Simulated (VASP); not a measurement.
# KMgH3 (P4/mmm) in VASP: further runs, part 2 of 2

VASP 6.6.1. The steps go on from the part before.

## Step 3: Single point, LDA (strain -0.025 along x and y, +0.000 along z)

Contents of INCAR:

```
SYSTEM = KMgH3
  PREC = Accurate
  ENCUT = 520
  EDIFF = 1E-7
  ISMEAR = 0
  SIGMA = 0.05
  LREAL = .FALSE.
  LASPH = .TRUE.
  NELM = 100
  ALGO = Normal
  ISIF = 2
  LWAVE = .FALSE.
  LCHARG = .FALSE.
  NBANDS = 15
```

Contents of KPOINTS:

```
regular mesh
0
G
  8 8 8
  0 0 0
```

Contents of POSCAR:

```
KMgH3
1.0
    3.9243750000      0.0000000000      0.0000000000
    0.0000000000      3.9243750000      0.0000000000
    0.0000000000      0.0000000000      4.0250000000
K Mg H
1 1 3
Direct
    0.0000000000      0.0000000000      0.0000000000
    0.5000000000      0.5000000000      0.5000000000
    0.0000000000      0.5000000000      0.5000000000
    0.5000000000      0.0000000000      0.5000000000
    0.5000000000      0.5000000000      0.0000000000
```

Potentials or basis: VASP PAW LDA potentials, release 64 (K_sv, Mg, H).

Launch:

```console
cat potpaw_LDA.64/K_sv/POTCAR potpaw_LDA.64/Mg/POTCAR potpaw_LDA.64/H/POTCAR > POTCAR
mpirun -np 1 vasp_std > vasp.out
```

OUTCAR:

```text
SYSTEM = KMgH3
   PREC = Accurate
   ENCUT = 520
   EDIFF = 1E-7
   ISMEAR = 0
   LREAL = .FALSE.
   LASPH = .TRUE.
   NELM = 100
   ISIF = 2

 ion  position               nearest neighbor table
   1  0.000  0.000  0.000-   2 3.43   2 3.43   2 3.43   2 3.43   2 3.43   2 3.43   2 3.43   2 3.43

   2  0.500  0.500  0.500-   3 1.96   4 1.96   4 1.96   3 1.96   5 2.01   5 2.01   1 3.43   1 3.43
                             1 3.43   1 3.43   1 3.43   1 3.43   1 3.43   1 3.43
   3  0.000  0.500  0.500-   2 1.96   2 1.96
   4  0.500  0.000  0.500-   2 1.96   2 1.96
   5  0.500  0.500  0.000-   2 2.01   2 2.01

  LATTYP: Found a simple tetragonal cell.
 ALAT       =     3.9243750000
 C/A-ratio  =     1.0256410256

  Lattice vectors:

 A1 = (   3.9243750000,   0.0000000000,   0.0000000000)
 A2 = (   0.0000000000,   3.9243750000,   0.0000000000)
 A3 = (   0.0000000000,   0.0000000000,   4.0250000000)

Analysis of symmetry for initial positions (statically):
=====================================================================
 Subroutine PRICEL returns:
 Original cell was already a primitive cell.

 Routine SETGRP: Setting up the symmetry group for a
[... 188 lines left out ...]
      5      -5.8984      2.00000
      6      -0.6874      2.00000
      7      -0.5745      2.00000
      8       5.3275      0.00000
      9       5.7096      0.00000
     10       5.7096      0.00000
     11       7.7193      0.00000
     12       8.0402      0.00000
     13       8.7222      0.00000
     14       8.7222      0.00000
[... 401 lines left out ...]
      2     -12.7483      2.00000
      3     -12.4693      2.00000
      4     -12.4503      2.00000
      5      -3.8865      2.00000
      6      -2.8679      2.00000
      7      -0.6086      2.00000
      8       4.6918      0.00000
      9       5.3464      0.00000
     10       5.9436      0.00000
     11       6.0699      0.00000
     12       8.5974      0.00000
     13       8.7696      0.00000
     14       9.7152      0.00000
     15      10.1738      0.00000

 [... further k-points ...]
[... 5 lines left out ...]
  --------------------------------------------------------------------------------------
  -------------------------------------------------------------------------------------
  Total       -0.4109251     -0.4109251     -0.9432906      0.0000000     -0.0000000      0.0000000
  in kB      -10.6210236    -10.6210236    -24.3808694      0.0000000     -0.0000000      0.0000000
  external PRESSURE =     -15.2076389 kB  Pullay stress =       0.0000000 kB

 VOLUME and BASIS-vectors are now :
 -----------------------------------------------------------------------------
  energy-cutoff  :      520.00
  volume of cell :       61.99
      direct lattice vectors                 reciprocal lattice vectors
     3.924375000  0.000000000  0.000000000     0.254817646  0.000000000  0.000000000
     0.000000000  3.924375000  0.000000000     0.000000000  0.254817646  0.000000000
     0.000000000  0.000000000  4.025000000     0.000000000  0.000000000  0.248447205

 POSITION                                       TOTAL-FORCE (eV/Angst)
 -----------------------------------------------------------------------------------
      0.00000      0.00000      0.00000         0.000000      0.000000      0.000000
      1.96219      1.96219      2.01250         0.000000      0.000000      0.000000
      0.00000      1.96219      2.01250         0.000000      0.000000      0.000000
      1.96219      0.00000      2.01250         0.000000      0.000000      0.000000
      1.96219      1.96219      0.00000         0.000000      0.000000      0.000000
 -----------------------------------------------------------------------------------
    total drift:                                0.000000      0.000000     -0.000000

  FREE ENERGIE OF THE ION-ELECTRON SYSTEM (eV)
  ---------------------------------------------------
  free  energy   TOTEN  =       -15.1297873374 eV

  energy  without entropy=      -15.1297873374  energy(sigma->0) =      -15.12978734
```

stdout:

```text
POSCAR found type information on POSCAR K MgH
 POSCAR found :  3 types and       5 ions
 scaLAPACK will be used
 LDA part: xc-table for (Slater(with rela. corr.)+CA(PZ))
 , standard interpolation
 POSCAR, INCAR and KPOINTS ok, starting setup
 FFT: planning ... GRIDC
 FFT: planning ... GRID_SOFT
 FFT: planning ... GRID
 WAVECAR not read
 entering main loop
```

It took 23 s on 1 thread of Intel Xeon 6975P-C (Granite Rapids), shared host; peak memory 0.2 GiB.

What came out:

```
Free energy            : -15.1298 eV
Pressure               : -1.5 GPa
Band gap on the k mesh : 2.22 eV, indirect (least direct gap 4.43 eV)
```

Stress tensor (GPa, compression positive):
```
-1.06  0.00  0.00
 0.00 -1.06  0.00
 0.00  0.00 -2.44
```

Caveat: the cell differs from its parent crystal (strain -0.025 along x and y, +0.000 along z). A k mesh can miss the band edges.

## Step 4: Single point, LDA (strain +0.000 along x and y, -0.025 along z)

Contents of INCAR:

```
PREC = Accurate
ENCUT = 520
EDIFF = 1E-6
ISMEAR = 0
SIGMA = 0.05
LREAL = False
LASPH = True
NELM = 60
ALGO = Normal
ISIF = 2
LWAVE = False
LCHARG = False
NBANDS = 15
```

Contents of KPOINTS:

```
Automatic mesh
0
Gamma
  8 8 8
```

Changes to POSCAR since step 3:

```diff
@@ -2,5 +2,5 @@
 1.0
-    3.9243750000      0.0000000000      0.0000000000
-    0.0000000000      3.9243750000      0.0000000000
-    0.0000000000      0.0000000000      4.0250000000
+    4.0250000000      0.0000000000      0.0000000000
+    0.0000000000      4.0250000000      0.0000000000
+    0.0000000000      0.0000000000      3.9243750000
 K Mg H
```

Potentials or basis: VASP PAW LDA potentials, release 64 (K_sv, Mg, H).

Launch:

```console
cat potpaw_LDA.64/K_sv/POTCAR potpaw_LDA.64/Mg/POTCAR potpaw_LDA.64/H/POTCAR > POTCAR
mpirun -np 1 vasp_std > vasp.out
```

OUTCAR:

```text
PREC = Accurate
   ENCUT = 520
   EDIFF = 1E-6
   ISMEAR = 0
   LREAL = False
   LASPH = True
   NELM = 60
   ISIF = 2

 ion  position               nearest neighbor table
   1  0.000  0.000  0.000-   2 3.46   2 3.46   2 3.46   2 3.46   2 3.46   2 3.46   2 3.46   2 3.46

   2  0.500  0.500  0.500-   5 1.96   5 1.96   3 2.01   4 2.01   4 2.01   3 2.01   1 3.46   1 3.46
                             1 3.46   1 3.46   1 3.46   1 3.46   1 3.46   1 3.46
   3  0.000  0.500  0.500-   2 2.01   2 2.01
   4  0.500  0.000  0.500-   2 2.01   2 2.01
   5  0.500  0.500  0.000-   2 1.96   2 1.96

  LATTYP: Found a simple tetragonal cell.
 ALAT       =     4.0250000000
 C/A-ratio  =     0.9750000000

  Lattice vectors:

 A1 = (   4.0250000000,   0.0000000000,   0.0000000000)
 A2 = (   0.0000000000,   4.0250000000,   0.0000000000)
 A3 = (   0.0000000000,   0.0000000000,   3.9243750000)

Analysis of symmetry for initial positions (statically):
=====================================================================
 Subroutine PRICEL returns:
 Original cell was already a primitive cell.

 Routine SETGRP: Setting up the symmetry group for a
 simple tetragonal supercell.

[... 188 lines left out ...]
      7      -0.6582      2.00000
      8       5.2609      0.00000
      9       5.2609      0.00000
     10       5.6457      0.00000
     11       7.5582      0.00000
     12       7.8763      0.00000
     13       8.4958      0.00000
     14       8.6834      0.00000
[... 401 lines left out ...]
      2     -12.8386      2.00000
      3     -12.5959      2.00000
      4     -12.5778      2.00000
      5      -4.0493      2.00000
      6      -2.8947      2.00000
      7      -0.6961      2.00000
      8       4.5756      0.00000
      9       5.2410      0.00000
     10       5.8732      0.00000
     11       5.9519      0.00000
     12       8.4286      0.00000
     13       8.6171      0.00000
     14       9.6077      0.00000
     15       9.7666      0.00000

 [... further k-points ...]
[... 5 lines left out ...]
  --------------------------------------------------------------------------------------
  -------------------------------------------------------------------------------------
  Total       -1.1193830     -1.1193830     -0.6064715      0.0000000      0.0000000      0.0000000
  in kB      -28.2089566    -28.2089566    -15.2833558      0.0000000      0.0000000      0.0000000
  external PRESSURE =     -23.9004230 kB  Pullay stress =       0.0000000 kB

 VOLUME and BASIS-vectors are now :
 -----------------------------------------------------------------------------
  energy-cutoff  :      520.00
  volume of cell :       63.58
      direct lattice vectors                 reciprocal lattice vectors
     4.025000000  0.000000000  0.000000000     0.248447205  0.000000000  0.000000000
     0.000000000  4.025000000  0.000000000     0.000000000  0.248447205  0.000000000
     0.000000000  0.000000000  3.924375000     0.000000000  0.000000000  0.254817646

 POSITION                                       TOTAL-FORCE (eV/Angst)
 -----------------------------------------------------------------------------------
      0.00000      0.00000      0.00000         0.000000      0.000000      0.000000
      2.01250      2.01250      1.96219         0.000000      0.000000      0.000000
      0.00000      2.01250      1.96219         0.000000      0.000000      0.000000
      2.01250      0.00000      1.96219         0.000000      0.000000      0.000000
      2.01250      2.01250      0.00000         0.000000      0.000000      0.000000
 -----------------------------------------------------------------------------------
    total drift:                                0.000000      0.000000     -0.000000

  FREE ENERGIE OF THE ION-ELECTRON SYSTEM (eV)
  ---------------------------------------------------
  free  energy   TOTEN  =       -15.1111511531 eV

  energy  without entropy=      -15.1111511531  energy(sigma->0) =      -15.11115115
```

stdout:

```text
POSCAR found type information on POSCAR K MgH
 POSCAR found :  3 types and       5 ions
 scaLAPACK will be used
 LDA part: xc-table for (Slater(with rela. corr.)+CA(PZ))
 , standard interpolation
 POSCAR, INCAR and KPOINTS ok, starting setup
 FFT: planning ... GRIDC
 FFT: planning ... GRID_SOFT
 FFT: planning ... GRID
 WAVECAR not read
 entering main loop
```

It took 21 s on 1 thread of Intel Xeon 6975P-C (Granite Rapids), shared host; peak memory 0.2 GiB.

Results:

* Free energy: -15.1112 eV
* Pressure: -2.4 GPa
* Band gap on the k mesh: 2.14 eV, indirect (least direct gap 4.32 eV)

Stress tensor (GPa, compression positive):
```
-2.82  0.00  0.00
 0.00 -2.82  0.00
 0.00  0.00 -1.53
```

Caveat: the cell differs from its parent crystal (strain +0.000 along x and y, -0.025 along z). A k mesh can miss the band edges.

## Step 5: Summary

```csv
cell,gap on the mesh (eV),pressure (GPa)
"a = 4.025, b = 4.025, c = 3.824 Å, 5 atoms",2.23,-1.4
"a = 3.924, b = 3.924, c = 4.025 Å, 5 atoms",2.22,-1.5
"a = 4.025, b = 4.025, c = 3.924 Å, 5 atoms",2.14,-2.4
```

Alike in all rows: task single point; level LDA; potentials or basis VASP PAW LDA potentials, release 64 (K_sv, Mg, H); no spin polarisation; k mesh 8 × 8 × 8; cutoff (eV) 520; smearing gaussian 0.05 eV.

Total energies depend on the potentials used, so only differences within one code and one set of settings carry meaning.
